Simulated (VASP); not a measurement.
# Cu (Fm-3m) in VASP: notebook

Cu is run at these levels: r2SCAN; tasks: single point, relaxation of cell and atoms.

Program: VASP 6.6.1. These are calculated values, not measurements. Logs are shortened: lines on timing, memory, paths and dates and some standing lists are left out, and cuts for length are marked.

**1. The cell of the first run**

Symmetry: Fm-3m, No. 225, cubic system. Conventional cell: a = 3.578 Å, b = 3.578 Å, c = 3.578 Å, α = 90.00°, β = 90.00°, γ = 90.00°. Within 3.3 Å of Cu (site symmetry m-3m) lie 12 Cu at 2.53 Å.

**2. Single point, r2SCAN**

POSCAR reads:

```
Cu
1.0
    0.0000000000      1.7889298954      1.7889298954
    1.7889298954      0.0000000000      1.7889298954
    1.7889298954      1.7889298954      0.0000000000
Cu
1
Direct
    0.0000000000      0.0000000000      0.0000000000
```

INCAR.step1 reads:

```
PREC = Accurate ; ENCUT = 520
ISMEAR = 0 ; SIGMA = 0.05
LREAL = False ; LASPH = True
NELM = 80 ; NBANDS = 12
GGA = PE ; ALGO = Normal
EDIFF = 1E-4 ; LWAVE = True
LCHARG = False
```

INCAR.step2 reads:

```
PREC = Accurate ; ENCUT = 520
EDIFF = 1E-7 ; ISMEAR = 0
SIGMA = 0.05 ; LREAL = False
LASPH = True ; NELM = 80
ALGO = Normal ; ISIF = 2
LWAVE = False ; LCHARG = False
METAGGA = R2SCAN ; LMIXTAU = True
NBANDS = 12 ; ISTART = 1
```

KPOINTS reads:

```
regular mesh
0
Gamma
  10 10 10
```

Potentials or basis: VASP PAW PBE potentials, release 64 (Cu).

Launch:

```console
> cat potpaw_PBE.64/Cu/POTCAR > POTCAR
> cp INCAR.step1 INCAR
> mpirun -np 1 vasp_std > vasp.out
> cp INCAR.step2 INCAR
> mpirun -np 1 vasp_std > vasp.out
```

OUTCAR:

```text
PREC = Accurate
   ENCUT = 520
   EDIFF = 1E-7
   ISMEAR = 0
   LREAL = False
   LASPH = True
   NELM = 80
   ISIF = 2
   METAGGA = R2SCAN
   ISTART = 1

 ion  position               nearest neighbor table
   1  0.000  0.000  0.000-

  LATTYP: Found a face centered cubic cell.
 ALAT       =     3.5778597908

  Lattice vectors:

 A1 = (   0.0000000000,   1.7889298954,   1.7889298954)
 A2 = (   1.7889298954,   0.0000000000,   1.7889298954)
 A3 = (   1.7889298954,   1.7889298954,   0.0000000000)

Analysis of symmetry for initial positions (statically):
=====================================================================
 Subroutine PRICEL returns:
 Original cell was already a primitive cell.

 Routine SETGRP: Setting up the symmetry group for a
 face centered cubic supercell.

 Subroutine GETGRP returns: Found 48 space group operations
 (whereof 48 operations were pure point group operations)
 out of a pool of 48 trial point group operations.

The static configuration has the point symmetry O_h .

Analysis of symmetry for dynamics (positions and initial velocities):
=====================================================================
 Subroutine PRICEL returns:
 Original cell was already a primitive cell.

 Routine SETGRP: Setting up the symmetry group for a
 face centered cubic supercell.

 Subroutine GETGRP returns: Found 48 space group operations
 (whereof 48 operations were pure point group operations)
 out of a pool of 48 trial point group operations.

The dynamic configuration has the point symmetry O_h .

 Subroutine INISYM returns: Found 48 space group operations
 (whereof 48 operations are pure point group operations),
 and found     1 'primitive' translations

----------------------------------------------------------------------------------------

                                     Primitive cell

  volume of cell :      11.4501

  direct lattice vectors                    reciprocal lattice vectors
     0.000000000  1.788929895  1.788929895    -0.279496699  0.279496699  0.279496699
     1.788929895  0.000000000  1.788929895     0.279496699 -0.279496699  0.279496699
     1.788929895  1.788929895  0.000000000     0.279496699  0.279496699 -0.279496699

  length of vectors
     2.529928920  2.529928920  2.529928920     0.484102483  0.484102483  0.484102483

  position of ions in fractional coordinates (direct lattice)
     0.000000000  0.000000000  0.000000000

  ion indices of the primitive-cell ions
   primitive index   ion index
                 1           1

----------------------------------------------------------------------------------------

 KPOINTS: regular mesh

Automatic generation of k-mesh.
 Grid dimensions read from file:
 generate k-points for:   10   10   10

 Generating k-lattice:

  Cartesian coordinates                     Fractional coordinates (reciprocal lattice)
    -0.027949670  0.027949670  0.027949670     0.100000000  0.000000000  0.000000000
     0.027949670 -0.027949670  0.027949670     0.000000000  0.100000000  0.000000000
     0.027949670  0.027949670 -0.027949670     0.000000000  0.000000000  0.100000000

  Length of vectors
     0.048410248  0.048410248  0.048410248

  Shift w.r.t. Gamma in fractional coordinates (k-lattice)
     0.000000000  0.000000000  0.000000000

 Subroutine IBZKPT returns following result:
 ===========================================

 Found     47 irreducible k-points:

 Following reciprocal coordinates:
            Coordinates               Weight
  0.000000  0.000000  0.000000      1.000000
  0.100000  0.000000  0.000000      8.000000
  0.200000  0.000000  0.000000      8.000000
  0.300000  0.000000  0.000000      8.000000
  0.400000  0.000000  0.000000      8.000000
  0.500000  0.000000  0.000000      4.000000
[... 16 lines left out ...]
  0.300000  0.300000  0.000000      6.000000
  0.400000  0.300000  0.000000     24.000000
 [... further k-points ...]
   k-points           NKPTS =     47   k-points in BZ     NKDIM =     47   number of bands    NBANDS=     12
   number of dos      NEDOS =    301   number of ions     NIONS =      1
   total plane-waves  NPLWV =   8000
   dimension x,y,z NGX =    20 NGY =   20 NGZ =   20
   dimension x,y,z NGXF=    40 NGYF=   40 NGZF=   40
   ions per type =               1
   NGX,Y,Z   is equivalent  to a cutoff of  13.14, 13.14, 13.14 a.u.
   NGXF,Y,Z  is equivalent  to a cutoff of  26.28, 26.28, 26.28 a.u.
 SYSTEM =  unknown system
   PREC   = accura    normal or accurate (medium, high low for compatibility)
   ISTART =      1    job   : 0-new  1-cont  2-samecut
   ICHARG =      0    charge: 1-file 2-atom 10-const
   ISPIN  =      1    spin polarized calculation?
   LNONCOLLINEAR =      F non collinear calculations
   LSORBIT =      F    spin-orbit coupling
   LASPH  =      T    aspherical Exc in radial PAW
   ENCUT  =  520.0 eV  38.22 Ry    6.18 a.u.   4.70  4.70  4.70*2*pi/ulx,y,z
   NELM   =     80;   NELMIN=  2; NELMDL=  0     # of ELM steps
   EDIFF  = 0.1E-06   stopping-criterion for ELM
   LREAL  =      F    real-space projection
   EDIFFG = 0.1E-05   stopping-criterion for IOM
   NSW    =      0    number of steps for IOM
   IBRION =     -1    ionic relax: 0-MD 1-quasi-New 2-CG
   NFREE  =      0    steps in history (QN), initial steepest desc. (CG)
   ISIF   =      2    stress and relaxation
   ISYM   =      2    0-nonsym 1-usesym 2-fastsym
   POTIM  = 0.5000    time-step for ionic-motion
   TEBEG  =    0.0;   TEEND  =   0.0 temperature during run
   PSTRESS=    0.0 pullay stress
   NELECT =      11.0000    total number of electrons
   NUPDOWN=      -1.0000    fix difference up-down
   EMIN   =  10.00;   EMAX   =-10.00  energy-range for DOS
   EFERMI =   0.00;   METHOD = LEGACY
   ISMEAR =     0;   SIGMA  =   0.05  broadening in eV -4-tet -1-fermi 0-gaus
   EFERMI_NEDOS =   21; number of points for ismear=-14 and -15
   IALGO  =     38    algorithm
   IMIX   =      4    mixing-type and parameters
     AMIX     =   0.40;   BMIX     =  1.00
     AMIX_MAG =   1.60;   BMIX_MAG =  1.00
  volume/ion in A,a.u.               =      11.45        77.27
  Fermi-wavevector in a.u.,A,eV,Ry     =   1.615359  3.052586 35.502837  2.609385
  Thomas-Fermi vector in A             =   2.710119
   LORBIT       =      0    0 simple, 1 ext, 2 COOP (PROOUT), +10 PAW based schemes
   METAGGA = R2SCAN    functional components
   LHFCALC =     F    Hartree Fock is set to
   AEXX    =    0.0000 exact exchange contribution
   IVDW    =     0    specifies the selected vdW correction
   LEPSILON=     F    determine dielectric tensor
   LRPA    =     F    only Hartree local field effects (RPA)
 non-spin polarized calculation
 Gauss-broadening in eV      SIGMA  =   0.05
  energy-cutoff  :      520.00
  volume of cell :       11.45
 maximum number of plane-waves:       331
   NGX =  9   NGY =  9   NGZ =  9

 number of electron      11.0000012 magnetization

 Free energy of the ion-electron system (eV)
  ---------------------------------------------------
  ext. energy  EPLUGINS =         0.00000000
  ---------------------------------------------------
  free energy    TOTEN  =       -10.81119399 eV

  energy without entropy =      -10.80988477  energy(sigma->0) =      -10.81053938

 E-fermi :   7.6191     XC(G=0): -13.9550

 val. band max:        7.5704016819   @ k =   0.5000   0.2000   0.1000
 cond. band min:       7.6202260412   @ k =   0.5000   0.1000   0.0000
 fundamental gap:      0.0498243593
 Fermi energy:         7.6191346312

 k-point     1 :       0.0000    0.0000    0.0000
  band No.  band energies     occupation
      1      -2.1315      2.00000
      2       4.5491      2.00000
      3       4.5492      2.00000
      4       4.5492      2.00000
      5       5.4059      2.00000
      6       5.4059      2.00000
      7      31.4263      0.00000
      8      34.7053      0.00000
      9      34.7053      0.00000
     10      34.7056      0.00000
     11      37.1212      0.00000
     12      37.1213      0.00000

 k-point     2 :       0.1000    0.0000    0.0000
  band No.  band energies     occupation
      1      -1.7466      2.00000
      2       4.4685      2.00000
      3       4.6174      2.00000
      4       4.6175      2.00000
      5       5.3815      2.00000
      6       5.3815      2.00000
      7      29.0121      0.00000
      8      32.4233      0.00000
      9      33.7181      0.00000
     10      33.7182      0.00000
     11      38.6048      0.00000
     12      38.6048      0.00000

 k-point     3 :       0.2000    0.0000    0.0000
  band No.  band energies     occupation
      1      -0.6420      2.00000
      2       4.3052      2.00000
      3       4.7165      2.00000
      4       4.7166      2.00000
      5       5.4068      2.00000
      6       5.4069      2.00000
      7      23.6556      0.00000
      8      31.7962      0.00000
      9      32.5515      0.00000
     10      32.5516      0.00000
     11      39.1104      0.00000
     12      39.1912      0.00000
[... 286 lines left out ...]
 k-point    23 :       0.3000    0.3000    0.0000
  band No.  band energies     occupation
      1       1.7002      2.00000
      2       3.5375      2.00000
      3       5.1373      2.00000
      4       5.5102      2.00000
      5       5.5102      2.00000
      6       5.7837      2.00000
      7      24.2201      0.00000
      8      24.6243      0.00000
      9      24.6244      0.00000
     10      27.1360      0.00000
     11      30.6005      0.00000
     12      49.0619      0.00000

 k-point    24 :       0.4000    0.3000    0.0000
  band No.  band energies     occupation
      1       2.4360      2.00000
      2       3.3884      2.00000
      3       5.1122      2.00000
      4       5.5626      2.00000
      5       5.9837      2.00000
      6       6.6691      2.00000
      7      20.6979      0.00000
      8      21.5913      0.00000
      9      23.7710      0.00000
     10      27.8690      0.00000
     11      32.0396      0.00000
     12      47.5711      0.00000

 [... further k-points ...]
[... 5 lines left out ...]
  --------------------------------------------------------------------------------------
  -------------------------------------------------------------------------------------
  Total        0.0475962      0.0475962      0.0475962      0.0000000      0.0000000     -0.0000000
  in kB        6.6599753      6.6599753      6.6599753      0.0000000      0.0000000     -0.0000000
  external PRESSURE =       6.6599753 kB  Pullay stress =       0.0000000 kB

 VOLUME and BASIS-vectors are now :
 -----------------------------------------------------------------------------
  energy-cutoff  :      520.00
  volume of cell :       11.45
      direct lattice vectors                 reciprocal lattice vectors
     0.000000000  1.788929895  1.788929895    -0.279496699  0.279496699  0.279496699
     1.788929895  0.000000000  1.788929895     0.279496699 -0.279496699  0.279496699
     1.788929895  1.788929895  0.000000000     0.279496699  0.279496699 -0.279496699

 POSITION                                       TOTAL-FORCE (eV/Angst)
 -----------------------------------------------------------------------------------
      0.00000      0.00000      0.00000         0.000000      0.000000      0.000000
 -----------------------------------------------------------------------------------
    total drift:                               -0.000000     -0.000000     -0.000000

  FREE ENERGIE OF THE ION-ELECTRON SYSTEM (eV)
  ---------------------------------------------------
  free  energy   TOTEN  =       -10.8111939895 eV

  energy  without entropy=      -10.8098847748  energy(sigma->0) =      -10.81053938
```

Run time: 42 s. Hardware: 1 thread of AMD EPYC 7R13, shared host; peak memory 0.1 GiB.

Results:

```yaml
Free_energy: -10.8112 eV
Pressure: 0.7 GPa
Band_gap_on_the_k_mesh: zero (an odd number of electrons rules out a gap without spin polarisation)
```

Levels at points of the mesh, in eV from the Fermi level:
```tsv
k point	band 4	band 5	band 6	band 7	band 8	band 9
(0.00, 0.00, 0.00)	-3.07	-2.21	-2.21	23.81	27.09	27.09
(0.50, 0.00, 0.00)	-1.60	-1.60	-0.98	4.30	22.29	23.81
(0.50, 0.50, 0.00)	-1.44	-1.44	1.73	7.82	14.18	14.18
```

Caveat: the PAW data sets were made with another functional, which shifts forces and pressure a little.

(Continued in part 2 of 2.)

The gap in the log of VASP goes by the Fermi energy; the results here count the filled bands.